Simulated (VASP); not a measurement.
Here is a VASP 6.6.1 calculation.

The input INCAR:

```
PREC = Accurate
ENCUT = 520
EDIFF = 1E-8
ISMEAR = -1
SIGMA = 0.02
LREAL = F
LASPH = T
NELM = 80
ALGO = Normal
ISIF = 2
LWAVE = F
LCHARG = F
GGA = PE
LEFG = T
NBANDS = 15
```

KPOINTS

```
regular mesh
0
Gamma
  11 11 11
```

Contents of POSCAR:

```
CaO
1.0
    0.0000000000      2.4970318021      2.4970318021
    2.4970318021      0.0000000000      2.4970318021
    2.4970318021      2.4970318021      0.0000000000
Ca O
1 1
Direct
    0.0000000000      0.0000000000      0.0000000000
    0.5000000000      0.5000000000      0.5000000000
```

Potentials or basis: VASP PAW PBE potentials, release 64 (Ca_sv, O).

Launch:

```sh
$ cat potpaw_PBE.64/Ca_sv/POTCAR potpaw_PBE.64/O/POTCAR > POTCAR
$ mpirun -np 1 vasp_std > vasp.out
```

Q: What does it give for the pressure?

A: -8.1 GPa.

Q: What does it give for the band gap on the k mesh?

A: 3.67 eV, indirect (least direct gap 3.84 eV).

Caveat: without QUAD_EFG the Cq values of the log hold for a quadrupole moment of 1 mb, not for the nuclei. A k mesh can miss the band edges.
